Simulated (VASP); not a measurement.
# GaN (P1) in VASP: notebook

The runs below take GaN through single point, with HSE06.

All numbers are computed with VASP 6.6.1; they aren't measurements. Logs are shortened: lines on timing, memory, paths and dates and some standing lists are left out, and cuts for length are marked.

## (1) The cell of the first run

The typed cell holds 72 atoms: a = 9.567 Å, b = 9.567 Å, c = 10.385 Å, α = 90.00°, β = 90.00°, γ = 120.00°.

## (2) Single point, HSE06

POSCAR reads:

```
GaN
1.0
    9.5667900000      0.0000000000      0.0000000000
   -4.7833950000      8.2850850000      0.0000000000
    0.0000000000      0.0000000000     10.3847140000
Ga N
36 36
Direct
    0.2319990000      0.1083400000      0.2510630000
    0.1117240000      0.2257140000      0.4941410000
    0.2184310000      0.1128750000      0.7474330000
    0.0977410000      0.2272010000      0.9980330000
    0.2157940000      0.4504800000      0.2446670000
    0.1102470000      0.5556360000      0.5003850000
    0.2280790000      0.4398170000      0.7487210000
    0.1020500000      0.5561530000      0.9927620000
    0.2172320000      0.7790120000      0.2407960000
    0.1117070000      0.8809980000      0.4995040000
    0.2214300000      0.7730150000      0.7501430000
    0.1147580000      0.8881040000      0.9973360000
    0.5505080000      0.1109760000      0.2465640000
    0.4399110000      0.2211410000      0.5019750000
    0.5578350000      0.1096170000      0.7494980000
    0.4429900000      0.2203090000      0.9970200000
    0.5576740000      0.4528000000      0.2441260000
    0.4475370000      0.5594430000      0.5002690000
    0.5587410000      0.4448700000      0.7504150000
    0.4421910000      0.5581490000      1.0049450000
    0.5503960000      0.7732150000      0.2521900000
    0.4469180000      0.8933660000      0.5003510000
    0.5526100000      0.7782860000      0.7477570000
    0.4413560000      0.8925410000      1.0020530000
    0.8920240000      0.1103000000      0.2463830000
    0.7750810000      0.2275310000      0.5000980000
    0.8769290000      0.1104900000      0.7609230000
    0.7723510000      0.2227210000      1.0036950000
    0.8843650000      0.4468210000      0.2505770000
    0.7778120000      0.5538500000      0.5005570000
    0.8842560000      0.4438370000      0.7475190000
    0.7833520000      0.5576840000      1.0076960000
    0.8844490000      0.7802910000      0.2502580000
    0.7794630000      0.8901860000      0.4960630000
    0.8952010000      0.7785370000      0.7521910000
    0.7798990000      0.8922570000      0.9946940000
    0.2204880000      0.1079690000      0.4338190000
    0.1075830000      0.2200800000      0.1868530000
    0.2191140000      0.1122330000      0.9388440000
    0.1113320000      0.2186500000      0.6886960000
    0.2211910000      0.4464630000      0.4239580000
    0.1101330000      0.5543450000      0.1857870000
    0.2150800000      0.4537990000      0.9401770000
    0.1105230000      0.5557220000      0.6818560000
    0.2169620000      0.7846550000      0.4414180000
    0.1083720000      0.8803220000      0.1843820000
    0.2249890000      0.7759720000      0.9407730000
    0.1092090000      0.8952000000      0.6863620000
    0.5458300000      0.1103830000      0.4368680000
    0.4432870000      0.2251020000      0.1823570000
    0.5568050000      0.1195540000      0.9416350000
    0.4475910000      0.2241260000      0.6856650000
    0.5585010000      0.4499560000      0.4462650000
    0.4496180000      0.5622310000      0.1889460000
    0.5546210000      0.4452620000      0.9401610000
    0.4442940000      0.5592970000      0.6887570000
    0.5562430000      0.7709500000      0.4432370000
    0.4403910000      0.8931320000      0.1833780000
    0.5570980000      0.7762310000      0.9346450000
    0.4423190000      0.8865690000      0.6877590000
    0.8897960000      0.1122160000      0.4401910000
    0.7782960000      0.2271140000      0.1910570000
    0.8888620000      0.1167040000      0.9330440000
    0.7725000000      0.2214120000      0.6850870000
    0.8883800000      0.4413820000      0.4399340000
    0.7793310000      0.5558950000      0.1906370000
    0.8954640000      0.4428930000      0.9337410000
    0.7798020000      0.5543720000      0.6873490000
    0.8795260000      0.7766420000      0.4355100000
    0.7755650000      0.8929020000      0.1875740000
    0.8934480000      0.7782300000      0.9341970000
    0.7803450000      0.8903350000      0.6929170000
```

INCAR.step1 reads:

```
ALGO = Normal
EDIFF = 1E-5
ENCUT = 520
GGA = PE
GGA_COMPAT = F
ISIF = 2
ISMEAR = 0
LASPH = T
LCHARG = F
LREAL = Auto
LWAVE = T
NBANDS = 366
NCORE = 4
NELM = 120
PREC = Accurate
SIGMA = 0.01
```

INCAR.step2 reads:

```
ALGO = Normal
EDIFF = 1E-6
ENCUT = 520
GGA = PE
GGA_COMPAT = F
HFSCREEN = 0.2079
ISIF = 2
ISMEAR = 0
ISTART = 1
LASPH = T
LCHARG = F
LHFCALC = T
LREAL = Auto
LWAVE = F
NBANDS = 366
NCORE = 4
NELM = 120
PREC = Accurate
PRECFOCK = Fast
SIGMA = 0.01
```

KPOINTS reads:

```
k-points
0
Gamma
  1 1 1
```

Potentials or basis: VASP PAW PBE potentials, release 64 (Ga_d, N).

Run with:

```console
cat potpaw_PBE.64/Ga_d/POTCAR potpaw_PBE.64/N/POTCAR > POTCAR
cp INCAR.step1 INCAR
mpirun -np 8 vasp_gam > vasp.out
cp INCAR.step2 INCAR
mpirun -np 8 vasp_gam > vasp.out
```

OUTCAR:

```text
EDIFF = 1E-6
   ENCUT = 520
   GGA = PE
   HFSCREEN = 0.2079
   ISIF = 2
   ISMEAR = 0
   ISTART = 1
   LASPH = T
   LHFCALC = T
   LREAL = Auto
   NELM = 120
   PREC = Accurate
   PRECFOCK = Fast

 ion  position               nearest neighbor table
   1  0.232  0.108  0.251-  50 1.89  37 1.90  46 2.01  38 2.07
   2  0.112  0.226  0.494-  61 1.92  41 1.97  37 1.98  40 2.02
   3  0.218  0.113  0.747-  40 1.87  48 1.91  39 1.99  52 2.00
   4  0.098  0.227  0.998-  63 1.86  38 1.97  43 1.97  39 2.05
   5  0.216  0.450  0.245-  42 1.84  41 1.86  38 2.00  54 2.02
   6  0.110  0.556  0.500-  44 1.88  65 1.94  41 1.99  45 2.00
[... 64 lines left out ...]
  71  0.893  0.778  0.934-  35 1.89  12 1.95  32 1.98  36 1.99
  72  0.780  0.890  0.693-  27 1.96  23 1.97  35 1.98  34 2.04

  LATTYP: Found a hexagonal cell.
 ALAT       =     9.5667900000
 C/A-ratio  =     1.0854961800

  Lattice vectors:

 A1 = (   9.5667900000,   0.0000000000,   0.0000000000)
 A2 = (  -4.7833950000,   8.2850850000,   0.0000000000)
 A3 = (   0.0000000000,   0.0000000000,  10.3847140000)

Analysis of symmetry for initial positions (statically):
=====================================================================
 Subroutine PRICEL returns:
 Original cell was already a primitive cell.

 Routine SETGRP: Setting up the symmetry group for a
 hexagonal supercell.

 Subroutine GETGRP returns: Found  1 space group operations
 (whereof  1 operations were pure point group operations)
 out of a pool of 24 trial point group operations.

The static configuration has the point symmetry C_1 .

Analysis of symmetry for dynamics (positions and initial velocities):
=====================================================================
 Subroutine PRICEL returns:
 Original cell was already a primitive cell.

 Routine SETGRP: Setting up the symmetry group for a
 hexagonal supercell.

 Subroutine GETGRP returns: Found  1 space group operations
 (whereof  1 operations were pure point group operations)
 out of a pool of 24 trial point group operations.

The dynamic configuration has the point symmetry C_1 .

 Subroutine INISYM returns: Found  1 space group operations
 (whereof  1 operations are pure point group operations),
 and found     1 'primitive' translations

----------------------------------------------------------------------------------------

                                     Primitive cell

  volume of cell :     823.1098

  direct lattice vectors                    reciprocal lattice vectors
     9.566790000  0.000000000  0.000000000     0.104528269  0.060349411  0.000000000
    -4.783395000  8.285085000  0.000000000     0.000000000  0.120698822  0.000000000
     0.000000000  0.000000000 10.384714000     0.000000000  0.000000000  0.096295382

  length of vectors
     9.566790000  9.566791583 10.384714000     0.120698842  0.120698822  0.096295382

  position of ions in fractional coordinates (direct lattice)
     0.231999000  0.108340000  0.251063000
     0.111724000  0.225714000  0.494141000
     0.218431000  0.112875000  0.747433000
     0.097741000  0.227201000  0.998033000
     0.215794000  0.450480000  0.244667000
     0.110247000  0.555636000  0.500385000
[... 64 lines left out ...]
     0.893448000  0.778230000  0.934197000
     0.780345000  0.890335000  0.692917000

  ion indices of the primitive-cell ions
   primitive index   ion index
                 1           1
                 2           2
                 3           3
                 4           4
                 5           5
                 6           6
[... 64 lines left out ...]
                71          71
                72          72

----------------------------------------------------------------------------------------

 KPOINTS: k-points

Automatic generation of k-mesh.
 Grid dimensions read from file:
 generate k-points for:    1    1    1

 Generating k-lattice:

  Cartesian coordinates                     Fractional coordinates (reciprocal lattice)
     0.104528269  0.060349411  0.000000000     1.000000000  0.000000000  0.000000000
     0.000000000  0.120698822  0.000000000     0.000000000  1.000000000  0.000000000
     0.000000000  0.000000000  0.096295382     0.000000000  0.000000000  1.000000000

  Length of vectors
     0.120698842  0.120698822  0.096295382

  Shift w.r.t. Gamma in fractional coordinates (k-lattice)
     0.000000000  0.000000000  0.000000000

 Subroutine IBZKPT returns following result:
 ===========================================

 Found      1 irreducible k-points:

 Following reciprocal coordinates:
            Coordinates               Weight
  0.000000  0.000000  0.000000      1.000000
   k-points           NKPTS =      1   k-points in BZ     NKDIM =      1   number of bands    NBANDS=    366
   number of dos      NEDOS =    301   number of ions     NIONS =     72
   total plane-waves  NPLWV = 414720
   dimension x,y,z NGX =    72 NGY =   72 NGZ =   80
[... 13 lines left out ...]
   NELM   =    120;   NELMIN=  2; NELMDL=  0     # of ELM steps
   EDIFF  = 0.1E-05   stopping-criterion for ELM
   LREAL  =      T    real-space projection
   EDIFFG = 0.1E-04   stopping-criterion for IOM
   NSW    =      0    number of steps for IOM
   IBRION =     -1    ionic relax: 0-MD 1-quasi-New 2-CG
   NFREE  =      0    steps in history (QN), initial steepest desc. (CG)
   ISIF   =      2    stress and relaxation
   ISYM   =      3    0-nonsym 1-usesym 2-fastsym
   POTIM  = 0.5000    time-step for ionic-motion
   TEBEG  =    0.0;   TEEND  =   0.0 temperature during run
   PSTRESS=    0.0 pullay stress
   NELECT =     648.0000    total number of electrons
   NUPDOWN=      -1.0000    fix difference up-down
   EMIN   =  10.00;   EMAX   =-10.00  energy-range for DOS
   EFERMI =   0.00;   METHOD = LEGACY
   ISMEAR =     0;   SIGMA  =   0.01  broadening in eV -4-tet -1-fermi 0-gaus
   EFERMI_NEDOS =   21; number of points for ismear=-14 and -15
   IALGO  =     38    algorithm
   IMIX   =      1    mixing-type and parameters
     AMIX     =   0.40;   BMIX     =  1.00
     AMIX_MAG =   1.60;   BMIX_MAG =  1.00
  volume/ion in A,a.u.               =      11.43        77.15
  Fermi-wavevector in a.u.,A,eV,Ry     =   1.511636  2.856578 31.089906  2.285044
  Thomas-Fermi vector in A             =   2.621667
   LORBIT       =      0    0 simple, 1 ext, 2 COOP (PROOUT), +10 PAW based schemes
   GGA     = PE    functional components
   LHFCALC =     T    Hartree Fock is set to
   PRECFOCK=fast      Normal, Fast or Accurate (Low or Medium for compatibility)
   ENCUT4O =  -1.0   cutoff for four orbital integrals eV
   NKREDX  =     1    reduce k-point grid by
   NKREDY  =     1    reduce k-point grid by
   NKREDZ  =     1    reduce k-point grid by
   AEXX    =    0.2500 exact exchange contribution
   HFSCREEN=    0.2079 screening length (either q_TF or 0.3 A-1)
   HFSCREENC=   0.2079 screening length for correlation (either q_TF or 0.3 A-1)
   ENCUTFOCK=  -1.0 apply spherical cutoff to Coloumb kernel
   IVDW    =     0    specifies the selected vdW correction
   LEPSILON=     F    determine dielectric tensor
   LRPA    =     F    only Hartree local field effects (RPA)
 non-spin polarized calculation
 Gauss-broadening in eV      SIGMA  =   0.01
  energy-cutoff  :      520.00
  volume of cell :      823.11
 maximum number of plane-waves:     11105
 NGX is ok and might be reduce to    70
  NGX = 36; NGY = 36; NGZ = 40

 number of electron     648.0000011 magnetization

 Free energy of the ion-electron system (eV)
  ---------------------------------------------------
  ext. energy  EPLUGINS =         0.00000000
  ---------------------------------------------------
  free energy    TOTEN  =      -523.94350885 eV

  energy without entropy =     -523.94350885  energy(sigma->0) =     -523.94350885

 E-fermi :   4.6286     XC(G=0):  -9.5435

 val. band max:        4.5713327517   @ k =   0.0000   0.0000   0.0000
 cond. band min:       7.7288268885   @ k =   0.0000   0.0000   0.0000
 fundamental gap:      3.1574941368
 Fermi energy:         4.6286080154

 k-point     1 :       0.0000    0.0000    0.0000
  band No.  band energies     occupation
      1     -13.1769      2.00000
      2     -13.0065      2.00000
      3     -12.8446      2.00000
      4     -12.7662      2.00000
      5     -12.6370      2.00000
      6     -12.6345      2.00000
[... 328 lines left out ...]
    335      10.6338      0.00000
    336      10.6415      0.00000
 [bands above 336 left out]

------------------------ aborting loop because EDIFF is reached ----------------------------------------

  FORCE on cell =-STRESS in cart. coord.  units (eV):
  Direction    XX          YY          ZZ          XY          YZ          ZX
  --------------------------------------------------------------------------------------
  -------------------------------------------------------------------------------------
  Total        5.4834754      3.2257172     -4.6750489     -1.5739165      0.5640396      0.9244623
  in kB       10.6735461      6.2788358     -9.0999497     -3.0636173      1.0978991      1.7994594
  external PRESSURE =       2.6174774 kB  Pullay stress =       0.0000000 kB

 VOLUME and BASIS-vectors are now :
 -----------------------------------------------------------------------------
  energy-cutoff  :      520.00
  volume of cell :      823.11
      direct lattice vectors                 reciprocal lattice vectors
     9.566790000  0.000000000  0.000000000     0.104528269  0.060349411  0.000000000
    -4.783395000  8.285085000  0.000000000     0.000000000  0.120698822  0.000000000
     0.000000000  0.000000000 10.384714000     0.000000000  0.000000000  0.096295382

 POSITION                                       TOTAL-FORCE (eV/Angst)
 -----------------------------------------------------------------------------------
      1.70125      0.89761      2.60722        -1.816107      0.038764     -0.739687
     -0.01084      1.87006      5.13151         0.192859     -0.317337      0.362470
      1.54976      0.93518      7.76188         0.949647     -0.106300      0.603761
     -0.15172      1.88238     10.36429         2.424304      0.368354      0.558677
     -0.09037      3.73227      2.54080         1.425765     -1.299452     -0.353407
     -1.60312      4.60349      5.19636         0.388157      0.249132     -0.948430
[... 64 lines left out ...]
      4.82485      6.44770      9.70137        -0.243940     -0.211256      1.327458
      3.20657      7.37650      7.19574        -0.455756     -0.116816     -0.424597
 -----------------------------------------------------------------------------------
    total drift:                                0.001356      0.000053      0.026752

  FREE ENERGIE OF THE ION-ELECTRON SYSTEM (eV)
  ---------------------------------------------------
  free  energy   TOTEN  =      -523.9435088480 eV

  energy  without entropy=     -523.9435088480  energy(sigma->0) =     -523.94350885
```

It took 26 min on 8 MPI ranks of Intel Xeon Platinum 8488C (Sapphire Rapids), shared host; peak memory 0.39 GiB.

What came out:

```yaml
Free_energy: -523.9435 eV
Pressure: 0.3 GPa
Largest_force: 3.943 eV/Å
Band_gap_on_the_k_mesh: 3.16 eV
```

Forces in eV/Å, atoms in the order of the input:
```
Ga  -1.816  0.039 -0.740
Ga   0.193 -0.317  0.362
Ga   0.950 -0.106  0.604
Ga   2.424  0.368  0.559
Ga   1.426 -1.299 -0.353
Ga   0.388  0.249 -0.948
Ga  -1.298  0.283  0.270
Ga   1.323  0.583  1.334
Ga   0.915 -0.813  1.460
Ga  -2.728  1.738  0.487
Ga  -0.517  0.568 -0.319
Ga  -0.636  0.644 -0.110
Ga   0.399  0.541  0.502
Ga  -0.197  0.501 -0.452
Ga  -1.148  0.082  0.072
Ga  -1.346  0.823 -0.104
Ga   0.053 -1.223  1.383
Ga  -0.521 -1.319  0.166
Ga  -0.415  0.228  0.052
Ga   0.019 -0.160 -1.257
Ga  -0.073  1.491  0.091
Ga  -0.321 -0.727 -0.234
Ga   0.934  0.010  0.199
Ga   1.230 -0.275 -0.997
Ga  -0.712  0.578  1.052
Ga   0.453 -1.391 -0.515
Ga   1.288 -0.091 -3.725
Ga   0.547  0.487  0.013
Ga   1.328 -0.332  0.530
Ga  -0.180  0.433 -0.050
Ga   0.928 -0.055 -0.153
Ga  -0.553 -0.215 -1.796
Ga   0.526  0.246 -0.103
Ga  -0.186  0.516  1.424
Ga  -1.042 -0.012 -0.875
Ga  -0.018 -0.629  0.261
N   -0.137  0.158  0.659
N    0.720  0.422 -0.289
N   -0.199  0.107 -0.241
N   -1.242  0.883 -0.478
N    0.229  0.316  2.264
N   -1.483  0.748 -0.498
N    1.833 -1.022 -0.484
N    0.194 -0.481  1.205
N    2.801 -1.789 -1.536
N   -1.283  1.199  0.042
N   -0.608  0.540 -0.887
N    1.269 -1.023  0.158
N    1.210  0.221 -0.285
N    0.554  0.448  0.662
N    0.633 -1.349 -0.882
N   -0.272 -0.343  0.868
N   -0.117 -0.968 -1.509
N   -0.808 -0.720 -0.155
N    0.307  0.313  0.145
N    0.572 -0.629 -0.162
N   -1.195  1.866 -1.035
N    0.669 -0.625  1.132
N   -0.645  0.761  0.709
N   -0.158  0.512  0.140
N   -0.764  0.092 -0.605
N   -0.109 -0.644 -0.322
N   -1.158 -0.728  2.374
N    0.429  0.149  0.590
N   -0.422  0.861 -0.502
N   -0.556  0.540 -0.114
N   -2.415 -0.469  0.254
N   -0.375  0.535  0.178
N    1.584 -0.295  0.143
N    0.022 -0.699 -0.532
N   -0.244 -0.211  1.327
N   -0.456 -0.117 -0.425
```

Caveat: the k points lie up to 0.76 Å⁻¹ apart; the PAW data sets were made with another functional, which shifts forces and pressure a little; an odd mesh through Γ misses points on the zone boundary, where band edges can lie.

## (3) Single point, HSE06

POSCAR is that of step 2.

INCAR.step1 reads:

```
SYSTEM = GaN
ALGO = Normal
EDIFF = 1E-5
ENCUT = 520
GGA = PE
GGA_COMPAT = .False.
ISIF = 2
ISMEAR = 0
LASPH = .True.
LCHARG = .False.
LREAL = Auto
LWAVE = .True.
NBANDS = 366
NCORE = 4
NELM = 120
PREC = Accurate
SIGMA = 0.01
```

INCAR.step2 reads:

```
SYSTEM = GaN
ALGO = Normal
EDIFF = 1E-6
ENCUT = 520
GGA = PE
GGA_COMPAT = .False.
HFSCREEN = 0.2079
ISIF = 2
ISMEAR = 0
ISTART = 1
LASPH = .True.
LCHARG = .False.
LHFCALC = .True.
LREAL = Auto
LWAVE = .False.
NBANDS = 366
NCORE = 4
NELM = 120
PREC = Accurate
PRECFOCK = Fast
SIGMA = 0.01
```

KPOINTS reads:

```
k-points
0
Gamma
  1 1 1
  0 0 0
```

Potentials or basis: VASP PAW PBE potentials, release 64 (Ga_d, N).

Run with:

```console
cat potpaw_PBE.64/Ga_d/POTCAR potpaw_PBE.64/N/POTCAR > POTCAR
cp INCAR.step1 INCAR
mpirun -np 8 vasp_gam > vasp.out
cp INCAR.step2 INCAR
mpirun -np 8 vasp_gam > vasp.out
```

Wall time 12 min (8 MPI ranks of Intel Xeon Platinum 8375C at 2.90GHz (Ice Lake), shared host); peak memory 0.4 GiB.

It converged, with:

| Quantity | Value |
| --- | --- |
| Free energy | -523.9435 eV |
| Pressure | 0.3 GPa |
| Largest force | 3.943 eV/Å |
| Band gap on the k mesh | 3.16 eV |

Forces in eV/Å, atoms in the order of the input:
```
Ga  -1.816  0.039 -0.740
Ga   0.193 -0.317  0.362
Ga   0.950 -0.106  0.604
Ga   2.424  0.368  0.559
Ga   1.426 -1.299 -0.353
Ga   0.388  0.249 -0.948
Ga  -1.298  0.283  0.270
Ga   1.323  0.583  1.334
Ga   0.915 -0.813  1.460
Ga  -2.728  1.738  0.487
Ga  -0.517  0.568 -0.319
Ga  -0.636  0.644 -0.110
Ga   0.399  0.541  0.502
Ga  -0.197  0.501 -0.452
Ga  -1.148  0.082  0.072
Ga  -1.346  0.823 -0.104
Ga   0.053 -1.223  1.383
Ga  -0.521 -1.319  0.166
Ga  -0.415  0.228  0.052
Ga   0.019 -0.160 -1.257
Ga  -0.073  1.491  0.091
Ga  -0.321 -0.727 -0.234
Ga   0.934  0.010  0.199
Ga   1.230 -0.275 -0.997
Ga  -0.712  0.578  1.052
Ga   0.453 -1.391 -0.515
Ga   1.288 -0.091 -3.725
Ga   0.547  0.487  0.013
Ga   1.328 -0.332  0.530
Ga  -0.180  0.433 -0.050
Ga   0.928 -0.055 -0.153
Ga  -0.553 -0.215 -1.796
Ga   0.526  0.246 -0.103
Ga  -0.186  0.516  1.424
Ga  -1.042 -0.012 -0.875
Ga  -0.018 -0.629  0.261
N   -0.137  0.158  0.659
N    0.720  0.422 -0.289
N   -0.199  0.107 -0.241
N   -1.242  0.883 -0.478
N    0.229  0.316  2.264
N   -1.483  0.748 -0.498
N    1.833 -1.022 -0.484
N    0.194 -0.481  1.205
N    2.801 -1.789 -1.536
N   -1.283  1.199  0.042
N   -0.608  0.540 -0.887
N    1.269 -1.023  0.158
N    1.210  0.221 -0.285
N    0.554  0.448  0.662
N    0.633 -1.349 -0.882
N   -0.272 -0.343  0.868
N   -0.117 -0.968 -1.509
N   -0.808 -0.720 -0.155
N    0.307  0.313  0.145
N    0.572 -0.629 -0.162
N   -1.195  1.866 -1.035
N    0.669 -0.625  1.132
N   -0.645  0.761  0.709
N   -0.158  0.512  0.140
N   -0.764  0.092 -0.605
N   -0.109 -0.644 -0.322
N   -1.158 -0.728  2.374
N    0.429  0.149  0.590
N   -0.422  0.861 -0.502
N   -0.556  0.540 -0.114
N   -2.415 -0.469  0.254
N   -0.375  0.535  0.178
N    1.584 -0.295  0.143
N    0.022 -0.699 -0.532
N   -0.244 -0.211  1.327
N   -0.456 -0.117 -0.425
```

Stress tensor (GPa, compression positive):
```
 1.07 -0.31  0.18
-0.31  0.63  0.11
 0.18  0.11 -0.91
```

Levels at points of the mesh, in eV from the valence-band top:
```
           k point  band 321  band 322  band 323  band 324  band 325  band 326  band 327  band 328
(0.00, 0.00, 0.00)     -0.55     -0.02     -0.01      0.00      3.16      5.51      5.58      5.70
```

Caveat: the k points lie up to 0.76 Å⁻¹ apart; the PAW data sets were made with another functional, which shifts forces and pressure a little; an odd mesh through Γ misses points on the zone boundary, where band edges can lie.
